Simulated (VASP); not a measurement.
# SnTeS4 (P-3m1) in VASP: further runs

Runs on SnTeS4. Level: PBE. Tasks: single point, relaxation of cell and atoms.

Everything below comes from runs of VASP 6.6.1. Logs are shortened: lines on timing, memory, paths and dates and some standing lists are left out, and cuts for length are marked.

**1. The cell of the first run**

Symmetry: P-3m1, No. 164, trigonal system. Conventional cell: a = 3.763 Å, b = 3.763 Å, c = 13.778 Å, α = 90.00°, β = 90.00°, γ = 120.00°. Within 3.5 Å of Sn (site symmetry -3m) lie 6 S at 2.62 Å. Within 3.5 Å of Te (site symmetry -3m) lie 6 S at 2.68 Å. Within 3.5 Å of S (site symmetry 3m) lie 3 Te at 2.68 Å. Within 3.8 Å of S (site symmetry 3m) lie 3 Sn at 2.62 Å and 9 S at 3.64 to 3.76 Å.

The cell was generated, and may not be a known phase.

**2. Single point, PBE**

INCAR

```
SYSTEM = SnTeS4
  ALGO = Normal
  EDIFF = 1E-6
  ENCUT = 520
  GGA = PE
  ISIF = 2
  ISMEAR = 0
  LASPH = .TRUE.
  LCHARG = .FALSE.
  LREAL = .FALSE.
  LWAVE = .FALSE.
  NBANDS = 31
  NELM = 60
  PREC = Accurate
  SIGMA = 0.02
```

KPOINTS

```
k-points
0
G
  12 12 2
  0 0 0
```

POSCAR

```
SnTeS4
1.0
    3.7627355566      0.0000000000      0.0000000000
   -1.8813677783      3.2586245798      0.0000000000
    0.0000000000      0.0000000000     13.7782531475
Sn Te S
1 1 4
Direct
    0.0000000000      0.0000000000      0.5000000000
    0.0000000000      0.0000000000      0.0000000000
    0.6666666667      0.3333333333      0.8857648065
    0.6666666667      0.3333333333      0.3941983516
    0.3333333333      0.6666666667      0.6058016484
    0.3333333333      0.6666666667      0.1142351935
```

Potentials or basis: VASP PAW PBE potentials, release 64 (Sn_d, Te, S).

Run with:

```sh
> cat potpaw_PBE.64/Sn_d/POTCAR potpaw_PBE.64/Te/POTCAR potpaw_PBE.64/S/POTCAR > POTCAR
> mpirun -np 1 vasp_std > vasp.out
```

OUTCAR:

```text
SYSTEM = SnTeS4
   EDIFF = 1E-6
   ENCUT = 520
   GGA = PE
   ISIF = 2
   ISMEAR = 0
   LASPH = .TRUE.
   LREAL = .FALSE.
   NELM = 60
   PREC = Accurate

 ion  position               nearest neighbor table
   1  0.000  0.000  0.500-   4 2.62   5 2.62   4 2.62   5 2.62   4 2.62   5 2.62
   2  0.000  0.000  0.000-   3 2.68   6 2.68   3 2.68   6 2.68   3 2.68   6 2.68
   3  0.667  0.333  0.886-   2 2.68   2 2.68   2 2.68
   4  0.667  0.333  0.394-   1 2.62   1 2.62   1 2.62
   5  0.333  0.667  0.606-   1 2.62   1 2.62   1 2.62
   6  0.333  0.667  0.114-   2 2.68   2 2.68   2 2.68

  LATTYP: Found a hexagonal cell.
 ALAT       =     3.7627355566
 C/A-ratio  =     3.6617649421

  Lattice vectors:

 A1 = (   3.7627355566,   0.0000000000,   0.0000000000)
 A2 = (  -1.8813677783,   3.2586245798,   0.0000000000)
 A3 = (   0.0000000000,   0.0000000000,  13.7782531475)

Analysis of symmetry for initial positions (statically):
=====================================================================
 Subroutine PRICEL returns:
 Original cell was already a primitive cell.

 Routine SETGRP: Setting up the symmetry group for a
 hexagonal supercell.

 Subroutine GETGRP returns: Found 12 space group operations
 (whereof 12 operations were pure point group operations)
 out of a pool of 24 trial point group operations.

The static configuration has the point symmetry D_3d.

Analysis of symmetry for dynamics (positions and initial velocities):
=====================================================================
 Subroutine PRICEL returns:
 Original cell was already a primitive cell.

 Routine SETGRP: Setting up the symmetry group for a
 hexagonal supercell.

 Subroutine GETGRP returns: Found 12 space group operations
 (whereof 12 operations were pure point group operations)
 out of a pool of 24 trial point group operations.

The dynamic configuration has the point symmetry D_3d.

 Subroutine INISYM returns: Found 12 space group operations
 (whereof 12 operations are pure point group operations),
 and found     1 'primitive' translations

----------------------------------------------------------------------------------------

                                     Primitive cell

  volume of cell :     168.9399

  direct lattice vectors                    reciprocal lattice vectors
     3.762735557  0.000000000  0.000000000     0.265764092  0.153438970  0.000000000
    -1.881367778  3.258624580  0.000000000     0.000000000  0.306877941  0.000000000
     0.000000000  0.000000000 13.778253147     0.000000000  0.000000000  0.072578141

  length of vectors
     3.762735557  3.762735557 13.778253147     0.306877941  0.306877941  0.072578141

  position of ions in fractional coordinates (direct lattice)
     0.000000000  0.000000000  0.500000000
     0.000000000  0.000000000  0.000000000
     0.666666667  0.333333333  0.885764806
     0.666666667  0.333333333  0.394198352
     0.333333333  0.666666667  0.605801648
     0.333333333  0.666666667  0.114235194

  ion indices of the primitive-cell ions
   primitive index   ion index
                 1           1
                 2           2
                 3           3
                 4           4
                 5           5
                 6           6

----------------------------------------------------------------------------------------

 KPOINTS: k-points

Automatic generation of k-mesh.
 Grid dimensions read from file:
 generate k-points for:   12   12    2

 Generating k-lattice:

  Cartesian coordinates                     Fractional coordinates (reciprocal lattice)
     0.022147008  0.012786581  0.000000000     0.083333333  0.000000000  0.000000000
     0.000000000  0.025573162  0.000000000     0.000000000  0.083333333  0.000000000
     0.000000000  0.000000000  0.036289071     0.000000000  0.000000000  0.500000000

  Length of vectors
     0.025573162  0.025573162  0.036289071

  Shift w.r.t. Gamma in fractional coordinates (k-lattice)
     0.000000000  0.000000000  0.000000000

 Subroutine IBZKPT returns following result:
 ===========================================

 Found     38 irreducible k-points:

 Following reciprocal coordinates:
            Coordinates               Weight
  0.000000  0.000000  0.000000      1.000000
  0.083333 -0.000000  0.000000      6.000000
  0.166667 -0.000000  0.000000      6.000000
  0.250000  0.000000  0.000000      6.000000
  0.333333 -0.000000  0.000000      6.000000
  0.416667 -0.000000  0.000000      6.000000
[... 16 lines left out ...]
  0.250000  0.000000  0.500000      6.000000
  0.333333 -0.000000  0.500000      6.000000
 [... further k-points ...]
   k-points           NKPTS =     38   k-points in BZ     NKDIM =     38   number of bands    NBANDS=     31
   number of dos      NEDOS =    301   number of ions     NIONS =      6
   total plane-waves  NPLWV =  84672
   dimension x,y,z NGX =    28 NGY =   28 NGZ =  108
   dimension x,y,z NGXF=    56 NGYF=   56 NGZF=  216
   ions per type =               1   1   4
   NGX,Y,Z   is equivalent  to a cutoff of  12.37, 12.37, 13.03 a.u.
   NGXF,Y,Z  is equivalent  to a cutoff of  24.74, 24.74, 26.06 a.u.
 SYSTEM =  SnTeS4
   PREC   = accura    normal or accurate (medium, high low for compatibility)
   ISTART =      0    job   : 0-new  1-cont  2-samecut
   ICHARG =      2    charge: 1-file 2-atom 10-const
   ISPIN  =      1    spin polarized calculation?
   LNONCOLLINEAR =      F non collinear calculations
   LSORBIT =      F    spin-orbit coupling
   LASPH  =      T    aspherical Exc in radial PAW
   ENCUT  =  520.0 eV  38.22 Ry    6.18 a.u.   7.00  7.00 25.62*2*pi/ulx,y,z
   NELM   =     60;   NELMIN=  2; NELMDL= -5     # of ELM steps
   EDIFF  = 0.1E-05   stopping-criterion for ELM
   LREAL  =      F    real-space projection
   EDIFFG = 0.1E-04   stopping-criterion for IOM
   NSW    =      0    number of steps for IOM
   IBRION =     -1    ionic relax: 0-MD 1-quasi-New 2-CG
   NFREE  =      0    steps in history (QN), initial steepest desc. (CG)
   ISIF   =      2    stress and relaxation
   ISYM   =      2    0-nonsym 1-usesym 2-fastsym
   POTIM  = 0.5000    time-step for ionic-motion
   TEBEG  =    0.0;   TEEND  =   0.0 temperature during run
   PSTRESS=    0.0 pullay stress
   NELECT =      44.0000    total number of electrons
   NUPDOWN=      -1.0000    fix difference up-down
   EMIN   =  10.00;   EMAX   =-10.00  energy-range for DOS
   EFERMI =   0.00;   METHOD = LEGACY
   ISMEAR =     0;   SIGMA  =   0.02  broadening in eV -4-tet -1-fermi 0-gaus
   EFERMI_NEDOS =   21; number of points for ismear=-14 and -15
   IALGO  =     38    algorithm
   IMIX   =      4    mixing-type and parameters
     AMIX     =   0.40;   BMIX     =  1.00
     AMIX_MAG =   1.60;   BMIX_MAG =  1.00
  volume/ion in A,a.u.               =      28.16       190.01
  Fermi-wavevector in a.u.,A,eV,Ry     =   1.045478  1.975667 14.871504  1.093025
  Thomas-Fermi vector in A             =   2.180276
   LORBIT       =      0    0 simple, 1 ext, 2 COOP (PROOUT), +10 PAW based schemes
   GGA     = PE    functional components
   LHFCALC =     F    Hartree Fock is set to
   AEXX    =    0.0000 exact exchange contribution
   IVDW    =     0    specifies the selected vdW correction
   LEPSILON=     F    determine dielectric tensor
   LRPA    =     F    only Hartree local field effects (RPA)
 non-spin polarized calculation
 Gauss-broadening in eV      SIGMA  =   0.02
  energy-cutoff  :      520.00
  volume of cell :      168.94
 maximum number of plane-waves:      4596
 NGX is ok and might be reduce to    28
   NGX = 13   NGY = 13   NGZ = 51

 number of electron      43.9999996 magnetization

 Free energy of the ion-electron system (eV)
  ---------------------------------------------------
  ext. energy  EPLUGINS =         0.00000000
  ---------------------------------------------------
  free energy    TOTEN  =       -24.31348422 eV

  energy without entropy =      -24.31348422  energy(sigma->0) =      -24.31348422

 E-fermi :   3.4134     XC(G=0):  -8.4314

 val. band max:        3.3151627870   @ k =   0.0833   0.0833   0.5000
 cond. band min:       3.9580871535   @ k =   0.5000   0.0000   0.5000
 fundamental gap:      0.6429243665
 Fermi energy:         3.4133876152

 k-point     1 :       0.0000    0.0000    0.0000
  band No.  band energies     occupation
      1     -18.2923      2.00000
      2     -18.2923      2.00000
      3     -18.2700      2.00000
      4     -18.2454      2.00000
      5     -18.2454      2.00000
      6     -11.7962      2.00000
[... 23 lines left out ...]
     30       9.7682      0.00000
     31      10.4946      0.00000

 k-point     2 :       0.0833   -0.0000    0.0000
  band No.  band energies     occupation
      1     -18.2958      2.00000
      2     -18.2895      2.00000
      3     -18.2676      2.00000
      4     -18.2471      2.00000
      5     -18.2449      2.00000
      6     -11.7156      2.00000
[... 23 lines left out ...]
     30       9.9270      0.00000
     31      10.0207      0.00000

 k-point     3 :       0.1667   -0.0000    0.0000
  band No.  band energies     occupation
      1     -18.3063      2.00000
      2     -18.2831      2.00000
      3     -18.2618      2.00000
      4     -18.2501      2.00000
      5     -18.2422      2.00000
      6     -11.4758      2.00000
[... 23 lines left out ...]
     30       9.2788      0.00000
     31      10.0411      0.00000

 k-point     4 :       0.2500    0.0000    0.0000
  band No.  band energies     occupation
      1     -18.3216      2.00000
      2     -18.2774      2.00000
      3     -18.2615      2.00000
      4     -18.2457      2.00000
      5     -18.2354      2.00000
      6     -11.0852      2.00000
[... 635 lines left out ...]
     30       9.3215      0.00000
     31       9.9733      0.00000

 k-point    23 :       0.2500    0.0000    0.5000
  band No.  band energies     occupation
      1     -18.3216      2.00000
      2     -18.2774      2.00000
      3     -18.2616      2.00000
      4     -18.2457      2.00000
      5     -18.2354      2.00000
      6     -11.0852      2.00000
[... 23 lines left out ...]
     30       8.8243      0.00000
     31       9.7423      0.00000

 k-point    24 :       0.3333   -0.0000    0.5000
  band No.  band energies     occupation
      1     -18.3374      2.00000
      2     -18.2749      2.00000
      3     -18.2660      2.00000
      4     -18.2360      2.00000
      5     -18.2254      2.00000
      6     -10.5620      2.00000
[... 23 lines left out ...]
     30       8.9315      0.00000
     31       9.6580      0.00000

 [... further k-points ...]

------------------------ aborting loop because EDIFF is reached ----------------------------------------

  FORCE on cell =-STRESS in cart. coord.  units (eV):
  Direction    XX          YY          ZZ          XY          YZ          ZX
  --------------------------------------------------------------------------------------
  -------------------------------------------------------------------------------------
  Total       -0.1416184     -0.1416184     -0.1218678      0.0000000      0.0000000      0.0000000
  in kB       -1.3430678     -1.3430678     -1.1557590      0.0000000      0.0000000      0.0000000
  external PRESSURE =      -1.2806315 kB  Pullay stress =       0.0000000 kB

 VOLUME and BASIS-vectors are now :
 -----------------------------------------------------------------------------
  energy-cutoff  :      520.00
  volume of cell :      168.94
      direct lattice vectors                 reciprocal lattice vectors
     3.762735557  0.000000000  0.000000000     0.265764092  0.153438970  0.000000000
    -1.881367778  3.258624580  0.000000000     0.000000000  0.306877941  0.000000000
     0.000000000  0.000000000 13.778253147     0.000000000  0.000000000  0.072578141

 POSITION                                       TOTAL-FORCE (eV/Angst)
 -----------------------------------------------------------------------------------
      0.00000      0.00000      6.88913        -0.000000      0.000000      0.000000
      0.00000      0.00000      0.00000        -0.000000      0.000000      0.000000
      1.88137      1.08621     12.20429        -0.000000     -0.000000      0.022455
      1.88137      1.08621      5.43136        -0.000000     -0.000000      0.006795
     -0.00000      2.17242      8.34689         0.000000      0.000000     -0.006795
     -0.00000      2.17242      1.57396         0.000000      0.000000     -0.022455
 -----------------------------------------------------------------------------------
    total drift:                                0.000000     -0.000000      0.000000

  FREE ENERGIE OF THE ION-ELECTRON SYSTEM (eV)
  ---------------------------------------------------
  free  energy   TOTEN  =       -24.3134842163 eV

  energy  without entropy=      -24.3134842163  energy(sigma->0) =      -24.31348422
```

Run time: 3.8 min. Hardware: 1 thread of Oxide Virtual Turin-like, shared host; peak memory 0.34 GiB.

What came out:

```
Free energy            : -24.3135 eV
Pressure               : -0.1 GPa
Largest force          : 0.022 eV/Å
Band gap on the k mesh : 0.64 eV (least direct gap 1.30 eV)
```

Forces in eV/Å, atoms in the order of the input:
```
Sn   0.000  0.000  0.000
Te   0.000  0.000  0.000
S    0.000  0.000  0.022
S    0.000  0.000  0.007
S    0.000  0.000 -0.007
S    0.000  0.000 -0.022
```

Levels at points of the mesh, in eV from the valence-band top:
```tsv
k point	band 20	band 21	band 22	band 23	band 24	band 25
(0.00, 0.00, 0.00)	-1.07	-1.07	-0.75	0.76	1.27	1.66
(0.50, 0.00, 0.00)	-1.37	-1.13	-1.10	0.67	1.99	2.89
(0.00, 0.00, 0.50)	-1.07	-1.07	-0.60	0.70	1.30	1.66
(0.50, 0.00, 0.50)	-1.25	-1.22	-1.13	0.64	2.00	2.89
```

Caveat: semilocal functionals underestimate gaps, and a narrow one can read as zero; spin-orbit coupling is left out, which moves the levels of the heavy elements; this functional lacks dispersion, which binds layers or chains, so the pressure and a relaxed spacing across them are unreliable.

**3. Single point, PBE**

INCAR

```
  PREC = Accurate
  ENCUT = 520
  EDIFF = 1E-7
  ISMEAR = 0
  SIGMA = 0.02
  LREAL = False
  LASPH = True
  NELM = 100
  ALGO = Normal
  ISIF = 2
  LWAVE = False
  LCHARG = False
  GGA = PE
  NBANDS = 31
```

KPOINTS

```
Automatic mesh
0
Gamma
  12 12 2
```

POSCAR is that of step 2.

Potentials or basis: VASP PAW PBE potentials, release 64 (Sn_d, Te, S).

Run with:

```sh
> cat potpaw_PBE.64/Sn_d/POTCAR potpaw_PBE.64/Te/POTCAR potpaw_PBE.64/S/POTCAR > POTCAR
> mpirun -np 1 vasp_std > vasp.out
```

Wall time 4 min (1 thread of Oxide Virtual Turin-like, shared host); peak memory 0.34 GiB.

It converged, with:

| Property | Result |
| --- | --- |
| Free energy | -24.3135 eV |
| Pressure | -0.1 GPa |
| Largest force | 0.022 eV/Å |
| Band gap on the k mesh | 0.64 eV (least direct gap 1.30 eV) |

Forces on the atoms (eV/Å):
```
Sn   0.000  0.000  0.000
Te   0.000  0.000  0.000
S    0.000  0.000  0.022
S    0.000  0.000  0.007
S    0.000  0.000 -0.007
S    0.000  0.000 -0.022
```

Levels at points of the mesh, in eV from the valence-band top:
| k point | band 20 | band 21 | band 22 | band 23 | band 24 | band 25 |
| --- | --- | --- | --- | --- | --- | --- |
| (0.00, 0.00, 0.00) | -1.07 | -1.07 | -0.75 | 0.76 | 1.27 | 1.66 |
| (0.50, 0.00, 0.00) | -1.37 | -1.13 | -1.10 | 0.67 | 1.99 | 2.89 |
| (0.00, 0.00, 0.50) | -1.07 | -1.07 | -0.60 | 0.70 | 1.31 | 1.66 |
| (0.50, 0.00, 0.50) | -1.25 | -1.22 | -1.13 | 0.64 | 2.00 | 2.89 |

Caveat: semilocal functionals underestimate gaps, and a narrow one can read as zero; spin-orbit coupling is left out, which moves the levels of the heavy elements; this functional lacks dispersion, which binds layers or chains, so the pressure and a relaxed spacing across them are unreliable. A k mesh can miss the band edges.

(Continued in part 2 of 2.)
